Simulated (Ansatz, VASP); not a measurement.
Two plane-wave programs on GePt

```
CELL_PARAMETERS angstrom
5.75601 0.00000 0.00000
0.00000 3.73003 0.00000
0.00000 0.00000 6.11156
ATOMIC_POSITIONS crystal
Ge 0.81393 0.75000 0.58801
Ge 0.18607 0.25000 0.41199
Ge 0.31393 0.75000 0.91199
Ge 0.68607 0.25000 0.08801
Pt 0.00185 0.75000 0.19271
Pt 0.99815 0.25000 0.80729
Pt 0.50185 0.75000 0.30729
Pt 0.49815 0.25000 0.69271
```

Alike in both runs: task single point; functional r2SCAN; k mesh 4 × 6 × 4; occupations gaussian, width 0.1 eV; no spin polarisation.

|  | VASP | Ansatz |
| --- | --- | --- |
| version | VASP 6.6.1 | Ansatz 0.2.0 |
| potentials or method | VASP PAW PBE potentials, release 64 (Ge_d, Pt), cutoff 520 eV | scalar-relativistic, plane waves, PAW |
| valence electrons in the cell | 96 | 128 |

Ansatz gave:

| Quantity | Value |
| --- | --- |
| gap on the k mesh at the Fermi level (eV) | none |
| pressure (GPa) | -0.1 |
| traceless stress, the component that is largest in VASP (GPa) | -0.73 |
| rms of the force components (eV/Å) | 0.022 |

Question: Which values does VASP return?

Answer: gap on the k mesh at the Fermi level (eV): none; pressure (GPa): 0.1; traceless stress, the component that is largest in VASP (GPa): -0.73; rms of the force components (eV/Å): 0.021.

VASP's potentials were made for PBE, not for r2SCAN. Atom by atom the forces differ by 0.006 eV/Å (rms over components). A gap of «none» marks a metal or a gap that the smearing closes. VASP's potentials hold 96 valence electrons a cell and Ansatz's 128, so a difference there can come from the potentials and not from the codes.

Spin-orbit coupling is off throughout.
